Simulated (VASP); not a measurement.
Be4TeSe3: relaxation of cell and atoms with PBE

Be4TeSe3:

```xyz
16
Lattice="7.3800 0.0000 0.0000 0.0000 6.3900 0.0000 0.0000 0.0000 6.0100" Properties=species:S:1:pos:R:3 pbc="T T T"
Be    3.6900    5.3229    2.2538
Be    5.5350    4.2621    5.2588
Be    1.8450    4.2621    5.2588
Be    0.0000    5.3229    2.2538
Be    3.6900    1.0671    5.2588
Be    1.8450    2.1279    2.2538
Be    0.0000    1.0671    5.2588
Be    5.5350    2.1279    2.2538
Te    0.0000    5.3229    0.0000
Te    3.6900    1.0671    3.0050
Se    3.6900    5.3229    0.0000
Se    5.5350    4.2621    3.0050
Se    1.8450    4.2621    3.0050
Se    1.8450    2.1279    0.0000
Se    0.0000    1.0671    3.0050
Se    5.5350    2.1279    0.0000
```

```json
{
  "Program": "VASP 6.6.1",
  "Task": "relaxation of cell and atoms",
  "Functional": "PBE",
  "Potentials or basis": "VASP PAW PBE potentials, release 64 (Be, Te, Se)",
  "Cutoff": "600 eV",
  "k mesh": "2 × 2 × 2",
  "Occupations": "gaussian, width 0.15 eV",
  "Spin": "no spin polarisation",
  "Dipole correction": "no",
  "Further INCAR settings": "LREAL = Auto; ALGO = Normal; EDIFF = 1e-06; IBRION = 2; EDIFFG = -0.08; NSW = 36; ISIF = 3"
}
```

```
Relaxed volume                        : 18.70 Å³/atom
Relaxed cell                          : a = 7.516 Å, b = 6.464 Å, c = 6.157 Å, α = 90.00°, β = 90.00°, γ = 90.00°
Space group after relaxing (to 0.1 Å) : Pmn2_1 (No. 31)
Energy gained by relaxing             : 54.7 meV/atom
Ionic steps                           : 7
Pressure after relaxing               : 0.0 GPa
Largest force after relaxing          : 0.077 eV/Å
Band gap on the k mesh                : 2.85 eV
```

Forces on the atoms (eV/Å):
```
Be   0.000 -0.026  0.004
Be   0.035  0.010  0.003
Be  -0.035  0.010  0.003
Be   0.000  0.076  0.015
Be   0.000 -0.076  0.015
Be   0.035 -0.010  0.003
Be   0.000  0.026  0.004
Be  -0.035 -0.010  0.003
Te   0.000  0.056 -0.032
Te   0.000 -0.056 -0.032
Se   0.000 -0.064 -0.001
Se   0.013 -0.002  0.004
Se  -0.013 -0.002  0.004
Se   0.013  0.002  0.004
Se   0.000  0.064 -0.001
Se  -0.013  0.002  0.004
```

Step by step:
```
step  energy change (eV)  largest force (eV/Å)  pressure (GPa)  volume (Å³)
   1              0.0000                1.4278            5.08       283.42
   2             -0.7222                0.5175           -1.53       307.09
   3             -0.7223                0.5135           -1.56       307.23
   4             -0.8420                0.2731           -0.51       301.68
   5             -0.8693                0.1123            0.37       297.66
   6             -0.8693                0.1107            0.42       297.47
   7             -0.8754                0.0772            0.01       299.13
```

Final structure:
```
Be Te Se
1.0
     7.51597    0.00000    0.00000
     0.00000    6.46362    0.00000
     0.00000    0.00000    6.15734
Be Te Se
8 2 6
Direct
  0.50000 0.81408 0.36715
  0.73629 0.65803 0.86826
  0.26371 0.65803 0.86826
  0.00000 0.83484 0.39510
  0.50000 0.16516 0.89510
  0.23629 0.34196 0.36826
  0.00000 0.18592 0.86715
  0.76371 0.34196 0.36826
  0.00000 0.83300 0.00048
  0.50000 0.16700 0.50048
  0.50000 0.82883 0.00001
  0.75054 0.66511 0.50037
  0.24946 0.66511 0.50037
  0.25054 0.33489 0.00037
  0.00000 0.17117 0.50001
  0.74946 0.33489 0.00037
```

Levels at points of the mesh, in eV from the valence-band top:
| k point | band 29 | band 30 | band 31 | band 32 | band 33 | band 34 | band 35 | band 36 |
| --- | --- | --- | --- | --- | --- | --- | --- | --- |
| (0.00, 0.00, 0.00) | -0.82 | -0.18 | -0.01 | 0.00 | 2.85 | 3.42 | 3.52 | 3.60 |
| (0.50, 0.00, 0.00) | -0.70 | -0.70 | -0.65 | -0.65 | 3.16 | 3.16 | 4.30 | 4.30 |
| (0.00, 0.50, 0.00) | -0.97 | -0.76 | -0.70 | -0.37 | 2.94 | 3.06 | 3.27 | 3.54 |
| (0.50, 0.50, 0.00) | -1.17 | -1.17 | -1.12 | -1.12 | 3.88 | 3.88 | 4.15 | 4.15 |
| (0.00, 0.00, 0.50) | -0.60 | -0.60 | -0.58 | -0.58 | 3.04 | 3.04 | 3.85 | 3.85 |
| (0.50, 0.00, 0.50) | -1.31 | -1.31 | -1.11 | -1.11 | 3.97 | 3.97 | 4.05 | 4.05 |
| (0.00, 0.50, 0.50) | -1.58 | -1.58 | -1.01 | -1.01 | 3.10 | 3.10 | 3.12 | 3.12 |
| (0.50, 0.50, 0.50) | -1.59 | -1.59 | -1.49 | -1.49 | 3.88 | 3.88 | 4.00 | 4.00 |

Run time: 11 min on 1 thread of AMD EPYC 7R13 Processor (Zen 3), on a shared host, peak memory 0.44 GiB.

Caveat: the k points lie up to 0.51 Å⁻¹ apart in the final cell; spin-orbit coupling is left out, which moves the levels of the heavy elements; the relaxation stopped at a loose force limit of 0.08 eV/Å, so its end isn't a converged minimum. A k mesh can miss the band edges.
